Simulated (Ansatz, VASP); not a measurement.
## Two plane-wave programs on AlP

```
Al P
1.0
     0.00000    2.73517    2.73517
     2.73517    0.00000    2.73517
     2.73517    2.73517    0.00000
Al P
1 1
Direct
  0.00000 0.00000 0.00000
  0.25000 0.25000 0.25000
```

Alike in both runs: task single point; functional r2SCAN; k mesh 8 × 8 × 8; occupations gaussian, width 0.02 eV; no spin polarisation.

|  | VASP | Ansatz |
| --- | --- | --- |
| version | VASP 6.6.1 | Ansatz 0.2.0 |
| potentials or method | VASP PAW PBE potentials, release 64 (Al, P), cutoff 550 eV | scalar-relativistic, plane waves, PAW |
| valence electrons in the cell | 8 | 8 |

```tsv
	VASP	Ansatz	Ansatz less VASP
gap on the k mesh at the Fermi level (eV)	1.92	1.92	-0.002
least direct gap on the mesh (eV)	3.95	3.95	-0.001
pressure (GPa)	0.1	0.4	+0.31
```

VASP's potentials were made for PBE, not for r2SCAN.
